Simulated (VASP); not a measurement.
A run of VASP 6.6.1 is set up as follows.

INCAR

```
SYSTEM = SiNi3
PREC = Accurate
ENCUT = 690
EDIFF = 1E-6
ISMEAR = 0
SIGMA = 0.016
LREAL = .FALSE.
LASPH = .TRUE.
NELM = 200
ALGO = Normal
ISIF = 2
LWAVE = .FALSE.
LCHARG = .TRUE.
ISPIN = 2
MAGMOM = 1 1 1 0
LORBIT = 11
LMAXMIX = 4
GGA = PE
LELF = .TRUE.
LVHAR = .TRUE.
NBANDS = 41
GGA_COMPAT = .FALSE.
```

File KPOINTS:

```
Automatic mesh
0
G
  8 8 8
  0 0 0
```

Contents of POSCAR:

```
SiNi3
1.0
    3.5420000000      0.0000000000      0.0000000000
    0.0000000000      3.5420000000      0.0000000000
    0.0000000000      0.0000000000      3.5420000000
Ni Si
3 1
Direct
    0.5000000000      0.5000000000      0.0000000000
    0.5000000000      0.0000000000      0.5000000000
    0.0000000000      0.5000000000      0.5000000000
    0.0000000000      0.0000000000      0.0000000000
```

Potentials or basis: VASP PAW PBE potentials, release 64 (Ni_sv_GW, Si).

Launch:

```sh
$ cat potpaw_PBE.64/Ni_sv_GW/POTCAR potpaw_PBE.64/Si/POTCAR > POTCAR
$ mpirun -np 1 vasp_std > vasp.out
```

Problem. Estimate the pressure.

Solution. -6.9 GPa.

Problem. Estimate the net moment.

Solution. 0.00 μB per cell.

Caveat: the cell stands under tension; the moments typed at the start vanished in this run.
